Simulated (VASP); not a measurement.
# Ir: single point with PBE

Crystal: Ir.

```
CELL_PARAMETERS angstrom
2.68986 0.00000 0.00000
-1.34493 2.32948 0.00000
0.00000 0.00000 4.35068
ATOMIC_POSITIONS crystal
Ir 0.66667 0.33333 0.25000
Ir 0.33333 0.66667 0.75000
```

This isn't the form of Ir at room conditions, which is fcc.

- Program: VASP 6.6.1
- Task: single point
- Functional: PBE
- Potentials or basis: VASP PAW PBE potentials, release 64 (Ir)
- Cutoff: 500 eV
- k mesh: 9 × 9 × 4
- Occupations: gaussian, width 0.1 eV
- Spin: no spin polarisation

```yaml
Pressure: 27.2 GPa
Band_gap_on_the_k_mesh: zero (bands 9 and 10 overlap by 3.27 eV)
```

Stress tensor (GPa, compression positive):
```
26.47  0.00  0.00
 0.00 26.47  0.00
 0.00  0.00 28.81
```

Levels at points of the mesh, in eV from the Fermi level:
```
           k point  band 7  band 8  band 9  band 10  band 11  band 12
(0.00, 0.00, 0.00)   -3.29   -2.47   -2.47    -0.81     0.38     0.38
(0.00, 0.00, 0.50)   -4.14   -4.14   -0.40    -0.40    -0.40    -0.40
```

Run time: 6.7 s on 1 thread of Intel(R) Xeon(R) 6975P-C (Granite Rapids), with other jobs on the host, peak memory 0.14 GiB.

Caveat: the k points lie up to 0.36 Å⁻¹ apart, too coarse for converged energies and pressures of a metal; spin-orbit coupling is left out, which moves the levels of the heavy elements.
